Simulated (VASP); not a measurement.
Runs of VASP 6.6.1 on Ge. The structure is that of space group Cmmm (No. 65), or close to it. The cells are those of the table. 

```tsv
task	level	potentials or basis	cell	k mesh	cutoff (eV)	smearing	gap on the mesh (eV)	pressure (GPa)	relaxed volume (Å³/atom)
single point	r2SCAN	VASP PAW PBE potentials, release 64 (Ge_d)	a = 2.952, b = 2.952, c = 2.698 Å, angles 90.0, 90.0, 123.5°, 1 atom	9 × 9 × 8	520	methfessel-paxton 0.01 eV	none	(b)	-
single point	PBE	VASP PAW PBE potentials, release 64 (Ge_d)	a = 2.966, b = 2.960, c = 2.733 Å, angles 89.7, 89.5, 125.2°, 1 atom	8 × 8 × 7	520	gaussian 0.05 eV	none	(a)	-
relaxation of cell and atoms	LDA	VASP PAW LDA potentials, release 64 (Ge_d)	relaxed from a = 2.952, b = 2.952, c = 2.698 Å, angles 90.0, 90.0, 123.5°, 1 atom	11 × 11 × 10	600	fermi-dirac 0.05 eV	none	0.0	17.98
relaxation of cell and atoms	BLYP+D3(BJ)	VASP PAW PBE potentials, release 64 (Ge_d)	relaxed from a = 2.952, b = 2.952, c = 2.698 Å, angles 90.0, 90.0, 123.5°, 1 atom	11 × 11 × 10	600	fermi-dirac 0.05 eV	none	0.0	19.35
single point	r2SCAN	VASP PAW PBE potentials, release 64 (Ge_d)	a = 2.952, b = 2.952, c = 2.698 Å, angles 90.0, 90.0, 123.5°, 1 atom	9 × 9 × 8	520	methfessel-paxton 0.05 eV	none	-3.4	-
single point	PBE	VASP PAW PBE potentials, release 64 (Ge_d)	a = 2.952, b = 2.952, c = 2.698 Å, angles 90.0, 90.0, 123.5°, 1 atom	11 × 11 × 10	520	gaussian 0.011 eV	none	-0.8	-
```

Alike in all rows: no spin polarisation.

Question: Fill in the values left out.

Answer: (a) -0.6; (b) -3.2.

Caveats: the PAW data sets were made with another functional, which shifts forces and pressure a little (at least some runs); the cell stands under tension (at least some runs).

A k mesh can miss the band edges, and the runs leave out spin-orbit coupling on Ge.

A gap of «none» marks levels without a gap at the run's occupations.
